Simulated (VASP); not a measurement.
AlNi, 2 atoms in the cell. The structure is orthorhombic, space group Cmmm (No. 65). The conventional cell has a = 3.819 Å, b = 3.906 Å, c = 3.099 Å, α = 90.00°, β = 90.00°, γ = 90.00°. Al (site symmetry mmm) has 8 Ni at 2.46 to 2.49 Å and 6 Al at 2.73 to 3.10 Å within 3.2 Å. Within 3.2 Å of Ni (site symmetry mmm) lie 8 Al at 2.46 to 2.49 Å and 6 Ni at 2.73 to 3.10 Å.  This cell differs from its parent crystal: strain -0.0150 x Voigt [1, 0, 0, 0, 0, 0].

* Program: VASP 6.6.1
* Task: single point
* Functional: r2SCAN
* Potentials or basis: VASP PAW PBE potentials, release 64 (Al, Ni)
* Cutoff: 520 eV
* k mesh: 18 × 18 × 16
* Occupations: gaussian, width 0.15 eV
* Spin: no spin polarisation
* Dipole correction: no
* Further INCAR settings: ALGO = Normal; EDIFF = 1e-06; NBANDS = 14

Potentials or basis: VASP PAW PBE potentials, release 64 (Al, Ni).

Command:

```bash
$ cat potpaw_PBE.64/Al/POTCAR potpaw_PBE.64/Ni/POTCAR > POTCAR
$ cp INCAR.step1 INCAR
$ mpirun -np 1 vasp_std > vasp.out
$ cp INCAR.step2 INCAR
$ mpirun -np 1 vasp_std > vasp.out
```

Hardware: 1 thread of Intel(R) Xeon(R) 6975P-C (Granite Rapids) (shared host).

Task: Estimate the wall time of this run.

Result: It took 4.3 min on 1 thread of Intel(R) Xeon(R) 6975P-C (Granite Rapids) (shared host), peak memory 0.36 GiB. Counts: k points 819.
